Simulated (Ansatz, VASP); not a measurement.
## Two plane-wave programs on Mg2Sn

INCAR

```
PREC = Accurate
ENCUT = 600
EDIFF = 1E-6
ISMEAR = 0
SIGMA = 0.1
LREAL = False
LASPH = True
NELM = 120
ALGO = Normal
ISIF = 2
LWAVE = False
LCHARG = True
GGA = PE
LELF = True
LVHAR = True
NBANDS = 16
GGA_COMPAT = False
```

KPOINTS

```
Automatic mesh
0
Gamma
  4 4 4
```

File POSCAR:

```
Mg2Sn
1.0
    0.0000000000      3.3801536934      3.3801536934
    3.3801536934      0.0000000000      3.3801536934
    3.3801536934      3.3801536934      0.0000000000
Mg Sn
2 1
Direct
    0.2500000000      0.2500000000      0.2500000000
    0.7500000000      0.7500000000      0.7500000000
    0.0000000000      0.0000000000      0.0000000000
```

Input for Ansatz:

```yaml
crystal:
  lattice:
    - [0.0, 3.3801536934, 3.3801536934]
    - [3.3801536934, 0.0, 3.3801536934]
    - [3.3801536934, 3.3801536934, 0.0]
  atoms:
    - { symbol: Mg, position: [0.25, 0.25, 0.25] }
    - { symbol: Mg, position: [0.75, 0.75, 0.75] }
    - { symbol: Sn, position: [0.0, 0.0, 0.0] }
basis:
  ecutwfc: 420
kpoints:
  mp_grid: { grid: [4, 4, 4] }
hamiltonian:
  xc: pbe
scf:
  occupations: { method: gaussian, width: 0.1 }
output:
  forces: true
  stress: true
  eigenvalues: true
```

Alike in both runs: task single point; functional PBE; k mesh 4 × 4 × 4; occupations gaussian, width 0.1 eV; no spin polarisation.

|  | VASP | Ansatz |
| --- | --- | --- |
| version | VASP 6.6.1 | Ansatz 0.2.0 |
| potentials or method | VASP PAW PBE potentials, release 64 (Mg, Sn_d), cutoff 600 eV | scalar-relativistic, plane waves, PAW |
| valence electrons in the cell | 18 | 34 |

Ansatz gave:

```
gap on the k mesh at the Fermi level (eV) : none
pressure (GPa)                            : 1.1
```

Task: What did VASP give for the same quantities?

Result: gap on the k mesh at the Fermi level (eV): none; pressure (GPa): 1.0.

A gap of «none» marks a metal or a gap that the smearing closes. VASP's potentials hold 18 valence electrons a cell and Ansatz's 34, so a difference there can come from the potentials and not from the codes.

The k mesh is coarse, so the values compare programs but aren't converged.
